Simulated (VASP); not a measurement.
# SiO2 (R-3m) in VASP: single point with PBE

Aim: the single point of SiO2 with PBE.

Program: VASP 6.6.1. These are calculated values, not measurements. Logs are shortened: lines on timing, memory, paths and dates and some standing lists are left out, and cuts for length are marked.

### 1 The cell of the first run

Symmetry: R-3m, No. 166, trigonal system. The conventional cell has a = 13.597 Å, b = 13.597 Å, c = 14.836 Å, α = 90.00°, β = 90.00°, γ = 120.00°. Si (site symmetry 1) has 4 O at 1.61 to 1.63 Å within 2.1 Å. O (site symmetry 2) has 2 Si at 1.62 Å within 2.2 Å. O (site symmetry m) has 2 Si at 1.63 Å within 2.2 Å. Within 2.1 Å of O (site symmetry m) lie 2 Si at 1.61 Å. Within 2.1 Å of O (site symmetry 2) lie 2 Si at 1.61 Å.

### 2 Single point, PBE

Contents of INCAR:

```
  PREC = Accurate
  ENCUT = 520
  EDIFF = 1E-6
  ISMEAR = -1
  SIGMA = 0.02
  LREAL = Auto
  LASPH = T
  NELM = 80
  ALGO = Normal
  ISIF = 2
  LWAVE = F
  LCHARG = T
  GGA = PE
  LELF = T
  LVHAR = T
  NBANDS = 120
```

Contents of KPOINTS:

```
Automatic mesh
0
Gamma
  3 3 3
```

Contents of POSCAR:

```
SiO2
1.0
    6.7984988707      3.9251151531      4.9453227949
   -6.7984988707      3.9251151531      4.9453227949
    0.0000000000     -7.8502303062      4.9453227949
Si O
12 24
Direct
    0.3342762193      0.1054204825      0.8752381862
    0.1054204825      0.8752381862      0.3342762193
    0.8752381862      0.3342762193      0.1054204825
    0.1247618138      0.8945795175      0.6657237807
    0.8945795175      0.6657237807      0.1247618138
    0.6657237807      0.1247618138      0.8945795175
    0.6657237807      0.8945795175      0.1247618138
    0.8945795175      0.1247618138      0.6657237807
    0.1247618138      0.6657237807      0.8945795175
    0.8752381862      0.1054204825      0.3342762193
    0.1054204825      0.3342762193      0.8752381862
    0.3342762193      0.8752381862      0.1054204825
    0.2631181805      0.0000000000      0.7368818195
    0.0000000000      0.7368818195      0.2631181805
    0.7368818195      0.2631181805      0.0000000000
    0.7368818195      0.0000000000      0.2631181805
    0.0000000000      0.2631181805      0.7368818195
    0.2631181805      0.7368818195      0.0000000000
    0.6744800195      0.9761431857      0.9761431857
    0.9761431857      0.9761431857      0.6744800195
    0.9761431857      0.6744800195      0.9761431857
    0.0238568143      0.0238568143      0.3255199805
    0.0238568143      0.3255199805      0.0238568143
    0.3255199805      0.0238568143      0.0238568143
    0.2518120148      0.8933184751      0.2518120148
    0.2518120148      0.2518120148      0.8933184751
    0.8933184751      0.2518120148      0.2518120148
    0.1066815249      0.7481879852      0.7481879852
    0.7481879852      0.1066815249      0.7481879852
    0.7481879852      0.7481879852      0.1066815249
    0.5000000000      0.8469655168      0.1530344832
    0.1530344832      0.5000000000      0.8469655168
    0.8469655168      0.1530344832      0.5000000000
    0.5000000000      0.1530344832      0.8469655168
    0.8469655168      0.5000000000      0.1530344832
    0.1530344832      0.8469655168      0.5000000000
```

Potentials or basis: VASP PAW PBE potentials, release 64 (Si, O).

The run is started by

```console
$ cat potpaw_PBE.64/Si/POTCAR potpaw_PBE.64/O/POTCAR > POTCAR
$ mpirun -np 1 vasp_std > vasp.out
```

OUTCAR:

```text
PREC = Accurate
   ENCUT = 520
   EDIFF = 1E-6
   ISMEAR = -1
   LREAL = Auto
   LASPH = T
   NELM = 80
   ISIF = 2
   GGA = PE

 ion  position               nearest neighbor table
   1  0.334  0.105  0.875-  26 1.61  34 1.61  13 1.62  24 1.63   6 3.06  11 3.11   4 3.11  12 3.13

   2  0.105  0.875  0.334-  25 1.61  36 1.61  14 1.62  22 1.63   4 3.06  12 3.11   5 3.11  10 3.13

   3  0.875  0.334  0.105-  27 1.61  35 1.61  15 1.62  23 1.63   5 3.06  10 3.11   6 3.11  11 3.13

   4  0.125  0.895  0.666-  28 1.61  36 1.61  13 1.62  20 1.63   2 3.06   9 3.11   1 3.11   8 3.13

   5  0.895  0.666  0.125-  30 1.61  35 1.61  14 1.62  21 1.63   3 3.06   7 3.11   2 3.11   9 3.13

   6  0.666  0.125  0.895-  29 1.61  34 1.61  15 1.62  19 1.63   1 3.06   8 3.11   3 3.11   7 3.13

   7  0.666  0.895  0.125-  30 1.61  31 1.61  16 1.62  19 1.63  12 3.06   5 3.11  10 3.11   6 3.13

   8  0.895  0.125  0.666-  29 1.61  33 1.61  17 1.62  20 1.63  10 3.06   6 3.11  11 3.11   4 3.13

   9  0.125  0.666  0.895-  28 1.61  32 1.61  18 1.62  21 1.63  11 3.06   4 3.11  12 3.11   5 3.13

  10  0.875  0.105  0.334-  27 1.61  33 1.61  16 1.62  22 1.63   8 3.06   3 3.11   7 3.11   2 3.13

  11  0.105  0.334  0.875-  26 1.61  32 1.61  17 1.62  23 1.63   9 3.06   1 3.11   8 3.11   3 3.13

  12  0.334  0.875  0.105-  25 1.61  31 1.61  18 1.62  24 1.63   7 3.06   2 3.11   9 3.11   1 3.13

  13  0.263  0.000  0.737-   1 1.62   4 1.62
  14  0.000  0.737  0.263-   5 1.62   2 1.62
  15  0.737  0.263  0.000-   3 1.62   6 1.62
  16  0.737  0.000  0.263-   7 1.62  10 1.62
  17  0.000  0.263  0.737-  11 1.62   8 1.62
  18  0.263  0.737  0.000-   9 1.62  12 1.62
[... 16 lines left out ...]
  35  0.847  0.500  0.153-   3 1.61   5 1.61
  36  0.153  0.847  0.500-   2 1.61   4 1.61

  LATTYP: Found a trigonal (rhomboedric) cell.
 ALAT       =     9.2780565533
 COS(alpha) =    -0.0738460510

  Lattice vectors:

 A1 = (   6.7984988707,   3.9251151531,   4.9453227949)
 A2 = (  -6.7984988707,   3.9251151531,   4.9453227949)
 A3 = (   0.0000000000,  -7.8502303062,   4.9453227949)

Analysis of symmetry for initial positions (statically):
=====================================================================
 Subroutine PRICEL returns:
 Original cell was already a primitive cell.

 Routine SETGRP: Setting up the symmetry group for a
 trigonal (rhombohedral) supercell.

 Subroutine GETGRP returns: Found 12 space group operations
 (whereof 12 operations were pure point group operations)
 out of a pool of 12 trial point group operations.

The static configuration has the point symmetry D_3d.

Analysis of symmetry for dynamics (positions and initial velocities):
=====================================================================
 Subroutine PRICEL returns:
 Original cell was already a primitive cell.

 Routine SETGRP: Setting up the symmetry group for a
 trigonal (rhombohedral) supercell.

 Subroutine GETGRP returns: Found 12 space group operations
 (whereof 12 operations were pure point group operations)
 out of a pool of 12 trial point group operations.

The dynamic configuration has the point symmetry D_3d.

 Subroutine INISYM returns: Found 12 space group operations
 (whereof 12 operations are pure point group operations),
 and found     1 'primitive' translations

----------------------------------------------------------------------------------------

                                     Primitive cell

  volume of cell :     791.7924

  direct lattice vectors                    reciprocal lattice vectors
     6.798498871  3.925115153  4.945322795     0.073545647  0.042461599  0.067403756
    -6.798498871  3.925115153  4.945322795    -0.073545647  0.042461599  0.067403756
     0.000000000 -7.850230306  4.945322795     0.000000000 -0.084923199  0.067403756

  length of vectors
     9.278056553  9.278056553  9.278056553     0.108421474  0.108421474  0.108421474

  position of ions in fractional coordinates (direct lattice)
     0.334276219  0.105420483  0.875238186
     0.105420483  0.875238186  0.334276219
     0.875238186  0.334276219  0.105420483
     0.124761814  0.894579517  0.665723781
     0.894579517  0.665723781  0.124761814
     0.665723781  0.124761814  0.894579517
[... 28 lines left out ...]
     0.846965517  0.500000000  0.153034483
     0.153034483  0.846965517  0.500000000

  ion indices of the primitive-cell ions
   primitive index   ion index
                 1           1
                 2           2
                 3           3
                 4           4
                 5           5
                 6           6
[... 28 lines left out ...]
                35          35
                36          36

----------------------------------------------------------------------------------------

 KPOINTS: Automatic mesh

Automatic generation of k-mesh.
 Grid dimensions read from file:
 generate k-points for:    3    3    3

 Generating k-lattice:

  Cartesian coordinates                     Fractional coordinates (reciprocal lattice)
     0.024515216  0.014153866  0.022467919     0.333333333  0.000000000 -0.000000000
    -0.024515216  0.014153866  0.022467919     0.000000000  0.333333333 -0.000000000
     0.000000000 -0.028307733  0.022467919    -0.000000000 -0.000000000  0.333333333

  Length of vectors
     0.036140491  0.036140491  0.036140491

  Shift w.r.t. Gamma in fractional coordinates (k-lattice)
     0.000000000  0.000000000  0.000000000

 Subroutine IBZKPT returns following result:
 ===========================================

 Found      6 irreducible k-points:

 Following reciprocal coordinates:
            Coordinates               Weight
  0.000000  0.000000  0.000000      1.000000
  0.333333 -0.000000  0.000000      6.000000
  0.333333  0.333333  0.000000      6.000000
 -0.333333  0.333333  0.000000      6.000000
  0.333333  0.333333  0.333333      2.000000
 -0.333333  0.333333  0.333333      6.000000
   k-points           NKPTS =      6   k-points in BZ     NKDIM =      6   number of bands    NBANDS=    120
   number of dos      NEDOS =    301   number of ions     NIONS =     36
   total plane-waves  NPLWV = 343000
   dimension x,y,z NGX =    70 NGY =   70 NGZ =   70
   dimension x,y,z NGXF=   140 NGYF=  140 NGZF=  140
   ions per type =              12  24
   NGX,Y,Z   is equivalent  to a cutoff of  12.54, 12.54, 12.54 a.u.
   NGXF,Y,Z  is equivalent  to a cutoff of  25.09, 25.09, 25.09 a.u.
 SYSTEM =  unknown system
   PREC   = accura    normal or accurate (medium, high low for compatibility)
   ISTART =      0    job   : 0-new  1-cont  2-samecut
   ICHARG =      2    charge: 1-file 2-atom 10-const
   ISPIN  =      1    spin polarized calculation?
   LNONCOLLINEAR =      F non collinear calculations
   LSORBIT =      F    spin-orbit coupling
   LASPH  =      T    aspherical Exc in radial PAW
   ENCUT  =  520.0 eV  38.22 Ry    6.18 a.u.  17.25 17.25 17.25*2*pi/ulx,y,z
   NELM   =     80;   NELMIN=  2; NELMDL= -5     # of ELM steps
   EDIFF  = 0.1E-05   stopping-criterion for ELM
   LREAL  =      T    real-space projection
   EDIFFG = 0.1E-04   stopping-criterion for IOM
   NSW    =      0    number of steps for IOM
   IBRION =     -1    ionic relax: 0-MD 1-quasi-New 2-CG
   NFREE  =      0    steps in history (QN), initial steepest desc. (CG)
   ISIF   =      2    stress and relaxation
   ISYM   =      2    0-nonsym 1-usesym 2-fastsym
   POTIM  = 0.5000    time-step for ionic-motion
   TEBEG  =    0.0;   TEEND  =   0.0 temperature during run
   PSTRESS=    0.0 pullay stress
   NELECT =     192.0000    total number of electrons
   NUPDOWN=      -1.0000    fix difference up-down
   EMIN   =  10.00;   EMAX   =-10.00  energy-range for DOS
   EFERMI =   0.00;   METHOD = LEGACY
   ISMEAR =    -1;   SIGMA  =   0.02  broadening in eV -4-tet -1-fermi 0-gaus
   EFERMI_NEDOS =   21; number of points for ismear=-14 and -15
   IALGO  =     38    algorithm
   IMIX   =      4    mixing-type and parameters
     AMIX     =   0.40;   BMIX     =  1.00
     AMIX_MAG =   1.60;   BMIX_MAG =  1.00
  volume/ion in A,a.u.               =      21.99       148.42
  Fermi-wavevector in a.u.,A,eV,Ry     =   1.020872  1.929169 14.179726  1.042180
  Thomas-Fermi vector in A             =   2.154466
   LORBIT       =      0    0 simple, 1 ext, 2 COOP (PROOUT), +10 PAW based schemes
   GGA     = PE    functional components
   LHFCALC =     F    Hartree Fock is set to
   AEXX    =    0.0000 exact exchange contribution
   IVDW    =     0    specifies the selected vdW correction
   LEPSILON=     F    determine dielectric tensor
   LRPA    =     F    only Hartree local field effects (RPA)
 non-spin polarized calculation
  energy-cutoff  :      520.00
  volume of cell :      791.79
 maximum number of plane-waves:     21427
 NGX is ok and might be reduce to    70
   NGX = 35   NGY = 35   NGZ = 35

 number of electron     191.9999998 magnetization

 Free energy of the ion-electron system (eV)
  ---------------------------------------------------
  ext. energy  EPLUGINS =         0.00000000
  ---------------------------------------------------
  free energy    TOTEN  =      -284.43754074 eV

  energy without entropy =     -284.43754074  energy(sigma->0) =     -284.43754074

 E-fermi :  -2.2100     XC(G=0):  -6.0972

 val. band max:       -2.7662241752   @ k =  -0.3333   0.3333   0.3333
 cond. band min:       3.0095252177   @ k =   0.0000   0.0000   0.0000
 fundamental gap:      5.7757493929
 Fermi energy:        -2.2100488271

 k-point     1 :       0.0000    0.0000    0.0000
  band No.  band energies     occupation
      1     -22.0544      2.00000
      2     -21.5691      2.00000
      3     -21.5691      2.00000
      4     -21.4200      2.00000
      5     -21.4200      2.00000
      6     -21.1296      2.00000
[... 100 lines left out ...]
    107       6.1296      0.00000
    108       6.3662      0.00000

 k-point     2 :       0.3333   -0.0000    0.0000
  band No.  band energies     occupation
      1     -22.0001      2.00000
      2     -21.7536      2.00000
      3     -21.5139      2.00000
      4     -21.4196      2.00000
      5     -21.2935      2.00000
      6     -21.2366      2.00000
[... 100 lines left out ...]
    107       6.1363      0.00000
    108       6.2900      0.00000

 k-point     3 :       0.3333    0.3333    0.0000
  band No.  band energies     occupation
      1     -21.9341      2.00000
      2     -21.7928      2.00000
      3     -21.6374      2.00000
      4     -21.3930      2.00000
      5     -21.2390      2.00000
      6     -21.1541      2.00000
[... 100 lines left out ...]
    107       6.2864      0.00000
    108       6.3093      0.00000

 k-point     4 :      -0.3333    0.3333    0.0000
  band No.  band energies     occupation
      1     -21.9518      2.00000
      2     -21.7289      2.00000
      3     -21.6766      2.00000
      4     -21.3446      2.00000
      5     -21.3374      2.00000
      6     -21.2314      2.00000
[... 100 lines left out ...]
    107       6.2497      0.00000
    108       6.3964      0.00000

 k-point     5 :       0.3333    0.3333    0.3333
  band No.  band energies     occupation
      1     -21.8517      2.00000
      2     -21.7624      2.00000
      3     -21.7624      2.00000
      4     -21.3952      2.00000
      5     -21.3160      2.00000
      6     -21.3160      2.00000
[... 100 lines left out ...]
    107       6.3702      0.00000
    108       6.3889      0.00000

 k-point     6 :      -0.3333    0.3333    0.3333
  band No.  band energies     occupation
      1     -21.8967      2.00000
      2     -21.7576      2.00000
      3     -21.6341      2.00000
      4     -21.5262      2.00000
      5     -21.3400      2.00000
      6     -21.2997      2.00000
[... 100 lines left out ...]
    107       6.4360      0.00000
    108       6.4361      0.00000
 [bands above 108 left out]

------------------------ aborting loop because EDIFF is reached ----------------------------------------

  FORCE on cell =-STRESS in cart. coord.  units (eV):
  Direction    XX          YY          ZZ          XY          YZ          ZX
  --------------------------------------------------------------------------------------
  -------------------------------------------------------------------------------------
  Total        8.7046000      8.7046000      6.8496345      0.0000000      0.0000000      0.0000000
  in kB       17.6135978     17.6135978     13.8601093      0.0000000      0.0000000      0.0000000
  external PRESSURE =      16.3624349 kB  Pullay stress =       0.0000000 kB

 VOLUME and BASIS-vectors are now :
 -----------------------------------------------------------------------------
  energy-cutoff  :      520.00
  volume of cell :      791.79
      direct lattice vectors                 reciprocal lattice vectors
     6.798498871  3.925115153  4.945322795     0.073545647  0.042461599  0.067403756
    -6.798498871  3.925115153  4.945322795    -0.073545647  0.042461599  0.067403756
     0.000000000 -7.850230306  4.945322795     0.000000000 -0.084923199  0.067403756

 POSITION                                       TOTAL-FORCE (eV/Angst)
 -----------------------------------------------------------------------------------
      1.55588     -5.14496      6.50278        -0.024540      0.028271      0.029603
     -5.23360      1.22505      6.50278         0.036754      0.007117      0.029603
      3.67773      3.91991      6.50278        -0.012213     -0.035388      0.029603
     -5.23360     -1.22505      8.33319         0.036754     -0.007117     -0.029603
      1.55588      5.14496      8.33319        -0.024540     -0.028271     -0.029603
      3.67773     -3.91991      8.33319        -0.012213      0.035388     -0.029603
[... 28 lines left out ...]
      2.35884      4.08564      7.41798         0.003764      0.006519      0.000000
     -4.71769      0.00000      7.41798        -0.007527      0.000000      0.000000
 -----------------------------------------------------------------------------------
    total drift:                               -0.000000      0.000000      0.000000

  FREE ENERGIE OF THE ION-ELECTRON SYSTEM (eV)
  ---------------------------------------------------
  free  energy   TOTEN  =      -284.4375407390 eV

  energy  without entropy=     -284.4375407390  energy(sigma->0) =     -284.43754074
```

Wall time 31 min (1 thread of Intel Xeon 8259CL, shared host); peak memory 0.87 GiB.

Results:

* Free energy: -284.4375 eV
* Pressure: 1.6 GPa
* Largest force: 0.048 eV/Å
* Band gap on the k mesh: 5.78 eV (least direct gap 5.81 eV)

Forces in eV/Å, atoms in the order of the input:
```
Si  -0.025  0.028  0.030
Si   0.037  0.007  0.030
Si  -0.012 -0.035  0.030
Si   0.037 -0.007 -0.030
Si  -0.025 -0.028 -0.030
Si  -0.012  0.035 -0.030
Si   0.025 -0.028 -0.030
Si  -0.037 -0.007 -0.030
Si   0.012  0.035 -0.030
Si  -0.037  0.007  0.030
Si   0.025  0.028  0.030
Si   0.012 -0.035  0.030
O   -0.005 -0.009  0.000
O   -0.005  0.009  0.000
O    0.010  0.000  0.000
O    0.005  0.009  0.000
O    0.005 -0.009  0.000
O   -0.010  0.000  0.000
O   -0.011 -0.006  0.011
O    0.000  0.013  0.011
O    0.011 -0.006  0.011
O    0.000 -0.013 -0.011
O   -0.011  0.006 -0.011
O    0.011  0.006 -0.011
O   -0.010  0.006 -0.015
O    0.000 -0.012 -0.015
O    0.010  0.006 -0.015
O   -0.010 -0.006  0.015
O    0.010 -0.006  0.015
O    0.000  0.012  0.015
O   -0.004  0.007  0.000
O   -0.004 -0.007  0.000
O    0.008  0.000  0.000
O    0.004 -0.007  0.000
O    0.004  0.007  0.000
O   -0.008  0.000  0.000
```

A k mesh can miss the band edges.
